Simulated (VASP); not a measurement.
Input of a VASP 6.6.1 run:

INCAR

```
SYSTEM = Cs3Sc
PREC = Accurate
ENCUT = 520
EDIFF = 1E-7
ISMEAR = 0
SIGMA = 0.1
LREAL = .False.
LASPH = .True.
NELM = 80
ALGO = Fast
ISIF = 2
LWAVE = .False.
LCHARG = .False.
GGA = PE
NBANDS = 27
```

The input KPOINTS:

```
regular mesh
0
Gamma
  4 4 4
  0 0 0
```

Contents of POSCAR:

```
Cs3Sc
1.0
   -4.2331429543      4.2331429543      4.2331429543
    4.2331429543     -4.2331429543      4.2331429543
    4.2331429543      4.2331429543     -4.2331429543
Cs Sc
3 1
Direct
    0.0000000000      0.5000000000      0.5000000000
    0.5000000000      0.0000000000      0.5000000000
    0.5000000000      0.5000000000      0.0000000000
    0.0000000000      0.0000000000      0.0000000000
```

Potentials or basis: VASP PAW PBE potentials, release 64 (Cs_sv, Sc_sv).

Command:

```console
$ cat potpaw_PBE.64/Cs_sv/POTCAR potpaw_PBE.64/Sc_sv/POTCAR > POTCAR
$ mpirun -np 1 vasp_std > vasp.out
```

Q: What does it give for the pressure?

A: 0.0 GPa.

Q: Predict the band gap on the k mesh.

A: Zero (band 19 reaches 1.05 eV, above the bottom of band 20 at 0.78 eV).

Caveat: spin-orbit coupling is left out, which moves the levels of the heavy elements.
